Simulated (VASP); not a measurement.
Wanted: the native input for a VASP 6.6.1 run.

| Item | Value |
| --- | --- |
| Task | single point |
| Functional | PBE |
| Potentials or basis | VASP PAW PBE potentials, release 64 (Ga_d, Sb, N) |
| Cutoff | 520 eV |
| k mesh | 6 × 6 × 6 |
| Occupations | gaussian, width 0.1 eV |
| Spin | no spin polarisation |
| Dipole correction | no |
| Further INCAR settings | ALGO = Normal; EDIFF = 1e-07; NBANDS = 36 |

The structure of Ga3SbN2 lies in POSCAR:

```
Ga3SbN2
1.0
    2.9140839066      1.6824471279      4.7422016980
   -2.9140839066      1.6824471279      4.7422016980
    0.0000000000     -3.3648942559      4.7422016980
Ga Sb N
3 1 2
Direct
    0.5000000000      0.5000000000      0.0000000000
    0.5000000000      0.0000000000      0.5000000000
    0.0000000000      0.5000000000      0.5000000000
    0.5000000000      0.5000000000      0.5000000000
    0.2635709452      0.2635709452      0.2635709452
    0.7364290548      0.7364290548      0.7364290548
```

The cell was generated, and may not be a known phase.

One way to write it, as run:

INCAR

```
SYSTEM = Ga3SbN2
PREC = Accurate
ENCUT = 520
EDIFF = 1E-7
ISMEAR = 0
SIGMA = 0.1
LREAL = .False.
LASPH = .True.
NELM = 100
ALGO = Normal
ISIF = 2
LWAVE = .False.
LCHARG = .True.
GGA = PE
LELF = .True.
LVHAR = .True.
NBANDS = 36
```

KPOINTS

```
Automatic mesh
0
Gamma
  6 6 6
  0 0 0
```

Potentials or basis: VASP PAW PBE potentials, release 64 (Ga_d, Sb, N).

The run is started by

```bash
$ cat potpaw_PBE.64/Ga_d/POTCAR potpaw_PBE.64/Sb/POTCAR potpaw_PBE.64/N/POTCAR > POTCAR
$ mpirun -np 1 vasp_std > vasp.out
```

It gave:

The pressure is 0.1 GPa, the largest force is 0.016 eV/Å and the band gap on the k mesh is zero (bands 27 and 28 overlap by 0.42 eV).

Caveat: semilocal functionals underestimate gaps, and a narrow one can read as zero; spin-orbit coupling is left out, which moves the levels of the heavy elements.

Run time: 3.8 min on 1 thread of Intel(R) Xeon(R) 6975P-C (Granite Rapids), on a shared host, peak memory 0.38 GiB.
